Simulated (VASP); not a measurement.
# N (P2_13) in VASP: a series of runs

The runs below take N through single point, with r2SCAN.

Everything below comes from runs of VASP 6.6.1. Logs are shortened: lines on timing, memory, paths and dates and some standing lists are left out, and cuts for length are marked.

### Step 1. The cell of the first run

Symmetry: P2_13, No. 198, cubic system. The conventional cell has a = 5.649 Å, b = 5.649 Å, c = 5.649 Å, α = 90.00°, β = 90.00°, γ = 90.00°. Within 5.0 Å of N (site symmetry 3) lie 12 N at 3.78 to 4.25 Å.

### Step 2. Single point, r2SCAN, collinear spin, ferromagnetic start

Contents of POSCAR:

```
N
1.0
    5.6490000000      0.0000000000      0.0000000000
    0.0000000000      5.6490000000      0.0000000000
    0.0000000000      0.0000000000      5.6490000000
N
4
Direct
    0.0300000000      0.0300000000      0.0300000000
    0.4700000000      0.9700000000      0.5300000000
    0.5300000000      0.4700000000      0.9700000000
    0.9700000000      0.5300000000      0.4700000000
```

Contents of INCAR.step1:

```
PREC = Accurate
ENCUT = 520
ISMEAR = 0
SIGMA = 0.1
LREAL = F
LASPH = T
NELM = 150
ISPIN = 2
MAGMOM = 1 1 1 1
NBANDS = 22
GGA = PE
ALGO = Normal
EDIFF = 1E-4
LWAVE = T
LCHARG = F
```

Contents of INCAR.step2:

```
PREC = Accurate
ENCUT = 520
EDIFF = 1E-6
ISMEAR = 0
SIGMA = 0.1
LREAL = F
LASPH = T
NELM = 150
ALGO = Normal
ISIF = 2
LWAVE = F
LCHARG = F
ISPIN = 2
MAGMOM = 1 1 1 1
LORBIT = 11
METAGGA = R2SCAN
LMIXTAU = T
NBANDS = 22
ISTART = 1
```

Contents of KPOINTS:

```
regular mesh
0
Gamma
  4 4 4
```

Potentials or basis: VASP PAW PBE potentials, release 64 (N).

Run with:

```console
cat potpaw_PBE.64/N/POTCAR > POTCAR
cp INCAR.step1 INCAR
mpirun -np 1 vasp_std > vasp.out
cp INCAR.step2 INCAR
mpirun -np 1 vasp_std > vasp.out
```

OUTCAR:

```text
PREC = Accurate
   ENCUT = 520
   EDIFF = 1E-6
   ISMEAR = 0
   LREAL = F
   LASPH = T
   NELM = 150
   ISIF = 2
   ISPIN = 2
   LORBIT = 11
   METAGGA = R2SCAN
   ISTART = 1

 ion  position               nearest neighbor table
   1  0.030  0.030  0.030-
   2  0.470  0.970  0.530-
   3  0.530  0.470  0.970-
   4  0.970  0.530  0.470-

  LATTYP: Found a simple cubic cell.
 ALAT       =     5.6490000000

  Lattice vectors:

 A1 = (   5.6490000000,   0.0000000000,   0.0000000000)
 A2 = (   0.0000000000,   5.6490000000,   0.0000000000)
 A3 = (   0.0000000000,   0.0000000000,   5.6490000000)

Analysis of symmetry for initial positions (statically):
=====================================================================
 Subroutine PRICEL returns:
 Original cell was already a primitive cell.

 Routine SETGRP: Setting up the symmetry group for a
 simple cubic supercell.

 Subroutine GETGRP returns: Found 12 space group operations
 (whereof  3 operations were pure point group operations)
 out of a pool of 48 trial point group operations.

The static configuration has the point symmetry C_3 .
 The point group associated with its full space group is T   .

Analysis of symmetry for dynamics (positions and initial velocities):
=====================================================================
 Subroutine PRICEL returns:
 Original cell was already a primitive cell.

 Routine SETGRP: Setting up the symmetry group for a
 simple cubic supercell.

 Subroutine GETGRP returns: Found 12 space group operations
 (whereof  3 operations were pure point group operations)
 out of a pool of 48 trial point group operations.

The dynamic configuration has the point symmetry C_3 .
 The point group associated with its full space group is T   .

Analysis of structural, dynamic, and magnetic symmetry:
=====================================================================
 Subroutine PRICEL returns:
 Original cell was already a primitive cell.

 Routine SETGRP: Setting up the symmetry group for a
 simple cubic supercell.

 Subroutine GETGRP returns: Found 12 space group operations
 (whereof  3 operations were pure point group operations)
 out of a pool of 48 trial point group operations.

The overall configuration has the point symmetry C_3 .
 The point group associated with its full space group is T   .

 Subroutine INISYM returns: Found 12 space group operations
 (whereof  3 operations are pure point group operations),
 and found     1 'primitive' translations

----------------------------------------------------------------------------------------

                                     Primitive cell

  volume of cell :     180.2664

  direct lattice vectors                    reciprocal lattice vectors
     5.649000000  0.000000000  0.000000000     0.177022482  0.000000000  0.000000000
     0.000000000  5.649000000  0.000000000     0.000000000  0.177022482  0.000000000
     0.000000000  0.000000000  5.649000000     0.000000000  0.000000000  0.177022482

  length of vectors
     5.649000000  5.649000000  5.649000000     0.177022482  0.177022482  0.177022482

  position of ions in fractional coordinates (direct lattice)
     0.030000000  0.030000000  0.030000000
     0.470000000  0.970000000  0.530000000
     0.530000000  0.470000000  0.970000000
     0.970000000  0.530000000  0.470000000

  ion indices of the primitive-cell ions
   primitive index   ion index
                 1           1
                 2           2
                 3           3
                 4           4

----------------------------------------------------------------------------------------

 KPOINTS: regular mesh

Automatic generation of k-mesh.
 Grid dimensions read from file:
 generate k-points for:    4    4    4

 Generating k-lattice:

  Cartesian coordinates                     Fractional coordinates (reciprocal lattice)
     0.044255620  0.000000000  0.000000000     0.250000000  0.000000000  0.000000000
     0.000000000  0.044255620  0.000000000     0.000000000  0.250000000  0.000000000
     0.000000000  0.000000000  0.044255620     0.000000000  0.000000000  0.250000000

  Length of vectors
     0.044255620  0.044255620  0.044255620

  Shift w.r.t. Gamma in fractional coordinates (k-lattice)
     0.000000000  0.000000000  0.000000000

 Subroutine IBZKPT returns following result:
 ===========================================

 Found     11 irreducible k-points:

 Following reciprocal coordinates:
            Coordinates               Weight
  0.000000  0.000000  0.000000      1.000000
  0.250000  0.000000  0.000000      6.000000
  0.500000  0.000000  0.000000      3.000000
  0.250000  0.250000  0.000000     12.000000
  0.500000  0.250000  0.000000      6.000000
 -0.250000  0.500000  0.000000      6.000000
  0.500000  0.500000  0.000000      3.000000
  0.250000  0.250000  0.250000      8.000000
  0.500000  0.250000  0.250000     12.000000
  0.500000  0.500000  0.250000      6.000000
  0.500000  0.500000  0.500000      1.000000
   k-points           NKPTS =     11   k-points in BZ     NKDIM =     11   number of bands    NBANDS=     22
   number of dos      NEDOS =    301   number of ions     NIONS =      4
   total plane-waves  NPLWV =  74088
   dimension x,y,z NGX =    42 NGY =   42 NGZ =   42
   dimension x,y,z NGXF=    84 NGYF=   84 NGZF=   84
   ions per type =               4
   NGX,Y,Z   is equivalent  to a cutoff of  12.36, 12.36, 12.36 a.u.
   NGXF,Y,Z  is equivalent  to a cutoff of  24.72, 24.72, 24.72 a.u.
 SYSTEM =  unknown system
   PREC   = accura    normal or accurate (medium, high low for compatibility)
   ISTART =      1    job   : 0-new  1-cont  2-samecut
   ICHARG =      0    charge: 1-file 2-atom 10-const
   ISPIN  =      2    spin polarized calculation?
   LNONCOLLINEAR =      F non collinear calculations
   LSORBIT =      F    spin-orbit coupling
   LASPH  =      T    aspherical Exc in radial PAW
   ENCUT  =  520.0 eV  38.22 Ry    6.18 a.u.  10.50 10.50 10.50*2*pi/ulx,y,z
   NELM   =    150;   NELMIN=  2; NELMDL=  0     # of ELM steps
   EDIFF  = 0.1E-05   stopping-criterion for ELM
   LREAL  =      F    real-space projection
   EDIFFG = 0.1E-04   stopping-criterion for IOM
   NSW    =      0    number of steps for IOM
   IBRION =     -1    ionic relax: 0-MD 1-quasi-New 2-CG
   NFREE  =      0    steps in history (QN), initial steepest desc. (CG)
   ISIF   =      2    stress and relaxation
   ISYM   =      2    0-nonsym 1-usesym 2-fastsym
   POTIM  = 0.5000    time-step for ionic-motion
   TEBEG  =    0.0;   TEEND  =   0.0 temperature during run
   PSTRESS=    0.0 pullay stress
   NELECT =      20.0000    total number of electrons
   NUPDOWN=      -1.0000    fix difference up-down
   EMIN   =  10.00;   EMAX   =-10.00  energy-range for DOS
   EFERMI =   0.00;   METHOD = LEGACY
   ISMEAR =     0;   SIGMA  =   0.10  broadening in eV -4-tet -1-fermi 0-gaus
   EFERMI_NEDOS =   21; number of points for ismear=-14 and -15
   IALGO  =     38    algorithm
   IMIX   =      4    mixing-type and parameters
     AMIX     =   0.40;   BMIX     =  1.00
     AMIX_MAG =   1.60;   BMIX_MAG =  1.00
  volume/ion in A,a.u.               =      45.07       304.12
  Fermi-wavevector in a.u.,A,eV,Ry     =   0.786647  1.486547  8.419470  0.618814
  Thomas-Fermi vector in A             =   1.891228
   LORBIT       =     11    0 simple, 1 ext, 2 COOP (PROOUT), +10 PAW based schemes
   METAGGA = R2SCAN    functional components
   LHFCALC =     F    Hartree Fock is set to
   AEXX    =    0.0000 exact exchange contribution
   IVDW    =     0    specifies the selected vdW correction
   LEPSILON=     F    determine dielectric tensor
   LRPA    =     F    only Hartree local field effects (RPA)
 spin polarized calculation
 Gauss-broadening in eV      SIGMA  =   0.10
  energy-cutoff  :      520.00
  volume of cell :      180.27
 maximum number of plane-waves:      4945
   NGX = 21   NGY = 21   NGZ = 21

 number of electron      20.0000000 magnetization      12.0000000

 Free energy of the ion-electron system (eV)
  ---------------------------------------------------
  ext. energy  EPLUGINS =         0.00000000
  ---------------------------------------------------
  free energy    TOTEN  =       -17.76389262 eV

  energy without entropy =      -17.76389262  energy(sigma->0) =      -17.76389262

 E-fermi :  -6.3303     XC(G=0):  -4.1566

 val. band max:       -6.8439495120   @ k =   0.0000   0.0000   0.0000
 cond. band min:      -2.2103194539   @ k =   0.5000   0.5000   0.5000
 fundamental gap:      4.6336300580
 Fermi energy:        -6.3302879831

 spin component 1

 k-point     1 :       0.0000    0.0000    0.0000
  band No.  band energies     occupation
      1     -19.7108      1.00000
      2     -19.5475      1.00000
      3     -19.5475      1.00000
      4     -19.5475      1.00000
      5      -7.4368      1.00000
      6      -7.4368      1.00000
[... 248 lines left out ...]
      5      -7.5031      1.00000
      6      -7.5031      1.00000
[... 14 lines left out ...]
     21       5.0221      0.00000
     22       5.0221      0.00000
 Fermi energy:        -6.3302879831

 spin component 2

 k-point     1 :       0.0000    0.0000    0.0000
  band No.  band energies     occupation
      1     -13.6594      1.00000
      2     -13.3490      1.00000
      3     -13.3490      1.00000
      4     -13.3490      1.00000
      5      -2.0363      0.00000
      6      -2.0363      0.00000
[... 249 lines left out ...]
      6      -2.2103      0.00000
[... 14 lines left out ...]
     21       8.0550      0.00000
     22       8.0550      0.00000

------------------------ aborting loop because EDIFF is reached ----------------------------------------

  FORCE on cell =-STRESS in cart. coord.  units (eV):
  Direction    XX          YY          ZZ          XY          YZ          ZX
  --------------------------------------------------------------------------------------
  -------------------------------------------------------------------------------------
  Total       -0.1168253     -0.1168253     -0.1168253     -0.0000000      0.0000000      0.0000000
  in kB       -1.0383240     -1.0383240     -1.0383240     -0.0000000      0.0000000      0.0000000
  external PRESSURE =      -1.0383240 kB  Pullay stress =       0.0000000 kB

 VOLUME and BASIS-vectors are now :
 -----------------------------------------------------------------------------
  energy-cutoff  :      520.00
  volume of cell :      180.27
      direct lattice vectors                 reciprocal lattice vectors
     5.649000000  0.000000000  0.000000000     0.177022482  0.000000000  0.000000000
     0.000000000  5.649000000  0.000000000     0.000000000  0.177022482  0.000000000
     0.000000000  0.000000000  5.649000000     0.000000000  0.000000000  0.177022482

 POSITION                                       TOTAL-FORCE (eV/Angst)
 -----------------------------------------------------------------------------------
      0.16947      0.16947      0.16947        -0.007729     -0.007729     -0.007729
      2.65503      5.47953      2.99397         0.007729      0.007729     -0.007729
      2.99397      2.65503      5.47953        -0.007729      0.007729      0.007729
      5.47953      2.99397      2.65503         0.007729     -0.007729      0.007729
 -----------------------------------------------------------------------------------
    total drift:                                0.000000      0.000000     -0.000000

  FREE ENERGIE OF THE ION-ELECTRON SYSTEM (eV)
  ---------------------------------------------------
  free  energy   TOTEN  =       -17.7638926203 eV

  energy  without entropy=      -17.7638926203  energy(sigma->0) =      -17.76389262

 total charge

# of ion       s       p       d       tot
------------------------------------------
    1        1.360   1.938   0.000   3.297
    2        1.360   1.938   0.000   3.297
    3        1.360   1.938   0.000   3.297
    4        1.360   1.938   0.000   3.297
--------------------------------------------------
tot          5.438   7.751   0.000  13.190

 magnetization (x)

# of ion       s       p       d       tot
------------------------------------------
    1        0.049   1.938   0.000   1.986
    2        0.049   1.938   0.000   1.986
    3        0.049   1.938   0.000   1.986
    4        0.049   1.938   0.000   1.986
--------------------------------------------------
tot          0.195   7.751   0.000   7.946
```

It took 8.1 min on 1 thread of Oxide Virtual Turin-like, shared host; peak memory 0.33 GiB.

Results:

```
Free energy                                           : -17.7639 eV
Pressure                                              : -0.1 GPa
Largest force                                         : 0.013 eV/Å
Band gap on the k mesh                                : 4.63 eV (least direct gap 4.69 eV)
Net moment                                            : 12.00 μB per cell
Site moments                                          : N +1.99 μB
Valence electrons inside the program's atomic spheres : N 3.30
```

Forces on the atoms (eV/Å):
```
N   -0.008 -0.008 -0.008
N    0.008  0.008 -0.008
N   -0.008  0.008  0.008
N    0.008 -0.008  0.008
```

Levels at points of the mesh, in eV from the valence-band top:
Spin up:
```tsv
k point	band 14	band 15	band 16	band 17	band 18	band 19
(0.00, 0.00, 0.00)	0.00	0.00	0.00	8.02	11.75	11.75
(0.50, 0.00, 0.00)	-0.09	-0.08	-0.08	9.40	9.40	12.32
(0.50, 0.50, 0.00)	-0.06	-0.03	-0.03	10.47	10.47	10.64
(0.50, 0.50, 0.50)	-0.06	-0.06	-0.06	11.32	11.32	11.32
```
Spin down:
| k point | band 1 | band 2 | band 3 | band 4 | band 5 | band 6 | band 7 | band 8 | band 9 |
| --- | --- | --- | --- | --- | --- | --- | --- | --- | --- |
| (0.00, 0.00, 0.00) | -6.82 | -6.51 | -6.51 | -6.51 | 4.81 | 4.81 | 4.81 | 5.56 | 5.56 |
| (0.50, 0.00, 0.00) | -6.67 | -6.67 | -6.49 | -6.49 | 5.09 | 5.09 | 5.14 | 5.14 | 5.29 |
| (0.50, 0.50, 0.00) | -6.62 | -6.62 | -6.54 | -6.54 | 4.91 | 4.91 | 5.04 | 5.04 | 5.35 |
| (0.50, 0.50, 0.50) | -6.58 | -6.58 | -6.58 | -6.58 | 4.63 | 4.63 | 4.63 | 4.63 | 5.85 |

Caveat: the PAW data sets were made with another functional, which shifts forces and pressure a little. r2SCAN opens gaps a little over a GGA but as a rule still falls short of measured ones.

[end of part 1 of 2]
